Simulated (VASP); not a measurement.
## Pt: single point with PBEsol

The system is Pt.

```
Pt
1.0
    -1.66343    1.66343    1.58422
     1.66343   -1.66343    1.58422
     1.66343    1.66343   -1.58422
Pt
1
Direct
  0.00000 0.00000 0.00000
```

This cell differs from its parent crystal: strain +0.050 along x and y, +0.000 along z.

```json
{
  "Program": "VASP 6.6.1",
  "Task": "single point",
  "Functional": "PBEsol",
  "Potentials or basis": "VASP PAW PBE potentials, release 64 (Pt)",
  "Cutoff": "520 eV",
  "k mesh": "22 × 22 × 22",
  "Occupations": "gaussian, width 0.15 eV",
  "Spin": "no spin polarisation"
}
```

| Item | Value |
| --- | --- |
| Pressure | -27.1 GPa |
| Band gap on the k mesh | zero (band 5 reaches 9.12 eV, above the bottom of band 6 at 7.36 eV) |

Stress tensor (GPa, compression positive):
```
-25.85   0.00   0.00
  0.00 -25.85   0.00
  0.00   0.00 -29.54
```

Levels at points of the mesh, in eV from the Fermi level:
| k point | band 2 | band 3 | band 4 | band 5 | band 6 | band 7 | band 8 | band 9 |
| --- | --- | --- | --- | --- | --- | --- | --- | --- |
| (0.00, 0.00, 0.00) | -3.19 | -2.83 | -2.83 | -1.08 | -0.61 | 16.76 | 16.76 | 17.68 |
| (0.50, 0.00, 0.00) | -4.29 | -0.94 | -0.41 | 0.64 | 0.86 | 5.57 | 12.96 | 14.58 |
| (0.50, 0.50, 0.00) | -3.90 | -1.31 | -0.68 | 0.35 | 0.79 | 5.19 | 13.58 | 15.70 |
| (0.50, 0.50, 0.50) | -5.13 | 0.38 | 0.38 | 0.50 | 6.92 | 6.92 | 8.34 | 11.18 |

Wall time 42 s on 1 thread of Intel(R) Xeon(R) 6975P-C (Granite Rapids), with other jobs on the host, peak memory 0.27 GiB.

Caveat: the cell differs from its parent crystal (strain +0.050 along x and y, +0.000 along z); the PAW data sets were made with another functional, which shifts forces and pressure a little; spin-orbit coupling is left out, which moves the levels of the heavy elements.
